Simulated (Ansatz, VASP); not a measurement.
**One calculation of AgCl, two programs**

File INCAR:

```
  PREC = Accurate
  ENCUT = 520
  EDIFF = 1E-6
  ISMEAR = -1
  SIGMA = 0.08
  LREAL = F
  LASPH = T
  NELM = 100
  ALGO = Normal
  ISIF = 2
  LWAVE = F
  LCHARG = T
  GGA = PS
  LELF = T
  LVHAR = T
  NBANDS = 16
```

Contents of KPOINTS:

```
Automatic mesh
0
Gamma
  13 13 13
```

File POSCAR:

```
AgCl
1.0
    3.3307327798      0.0000000000      0.0000000000
    0.0000000000      3.3307327798      0.0000000000
    0.0000000000      0.0000000000      3.3307327798
Ag Cl
1 1
Direct
    0.0000000000      0.0000000000      0.0000000000
    0.5000000000      0.5000000000      0.5000000000
```

Input for Ansatz:

```yaml
crystal:
  lattice:
    - [3.3307327798, 0.0, 0.0]
    - [0.0, 3.3307327798, 0.0]
    - [0.0, 0.0, 3.3307327798]
  atoms:
    - { symbol: Ag, position: [0.0, 0.0, 0.0] }
    - { symbol: Cl, position: [0.5, 0.5, 0.5] }
kpoints:
  mp_grid: { grid: [13, 13, 13] }
  band_path:
    path:
      - [0.0, 0.0, 0.0]
      - [0.0, 0.5, 0.0]
      - [0.5, 0.5, 0.0]
      - [0.0, 0.0, 0.0]
      - [0.5, 0.5, 0.5]
      - [0.0, 0.5, 0.0]
      - [0.5, 0.5, 0.5]
      - [0.5, 0.5, 0.0]
    npoints: 8
scf:
  occupations: { method: fermi_dirac, width: 0.08 }
hamiltonian:
  xc: pbesol
  pseudopotentials: { kind: paw }
output:
  forces: true
  stress: true
  eigenvalues: true
  populations: true
  dos: { projected: true, de: 0.2, e_range: [-14, 8] }
  write_density: true
  write_potential: true
  elf: true
  volumetric_format: npy
```

Change from the starting cell: volume scaled by 1, PAW files.

Alike in both runs: task single point; functional PBEsol; k mesh 13 × 13 × 13; occupations fermi-dirac, width 0.08 eV; no spin polarisation.

```csv
,VASP,Ansatz
version,VASP 6.6.1,Ansatz 0.2.0
potentials or method,"VASP PAW PBE potentials, release 64 (Ag, Cl)","PAW with Ansatz's default frozen-core files, scalar-relativistic"
plane-wave cutoff (eV),520,420
valence electrons in the cell,18,26
```

VASP gave:

| Quantity | Value |
| --- | --- |
| pressure (GPa) | -0.1 |

Task: Which values does Ansatz return?

Result: Pressure (GPa): 0.0.

VASP's potentials were made for PBE, not for PBEsol. VASP's potentials hold 18 valence electrons a cell and Ansatz's 26, so a difference there can come from the potentials and not from the codes.
